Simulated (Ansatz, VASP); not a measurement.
**One calculation of BaTiO3, two programs**

```
Ba Ti O
1.0
     4.20863    0.00000    0.00000
     0.00000    3.01695    2.81377
     0.00000   -3.01695    2.81377
Ba Ti O
1 1 3
Direct
  0.00000 0.00808 0.00808
  0.50000 0.51971 0.51971
  0.00000 0.49163 0.49163
  0.50000 0.49381 0.98300
  0.50000 0.98300 0.49381
```

Change from the starting cell: strain +0.050 along x and y, -0.025 along z, atoms carried along.

Alike in both runs: task single point; functional PBE; k mesh 6 × 6 × 6; occupations gaussian, width 0.05 eV; no spin polarisation; Hubbard terms Ti d U = 4.0 eV.

|  | VASP | Ansatz |
| --- | --- | --- |
| version | VASP 6.6.1 | Ansatz 0.2.0 |
| potentials or method | VASP PAW PBE potentials, release 64 (Ba_sv, Ti_sv, O), cutoff 520 eV | scalar-relativistic, plane waves, PAW |
| valence electrons in the cell | 40 | 40 |

|  | VASP | Ansatz | Ansatz less VASP |
| --- | --- | --- | --- |
| gap on the k mesh at the Fermi level (eV) | 2.16 | 2.22 | +0.054 |
| least direct gap on the mesh (eV) | 2.51 | 2.56 | +0.050 |
| pressure (GPa) | -6.8 | -9.4 | -2.63 |
| traceless stress, the component that is largest in VASP (GPa) | 9.03 | 8.69 | -0.336 |
| rms of the force components (eV/Å) | 0.089 | 0.185 | +0.0956 |

The programs project onto different local orbitals, so the same U acts differently, and such runs can settle in different states. Atom by atom the forces differ by 0.204 eV/Å (rms over components).

Neither program's run includes spin-orbit coupling.
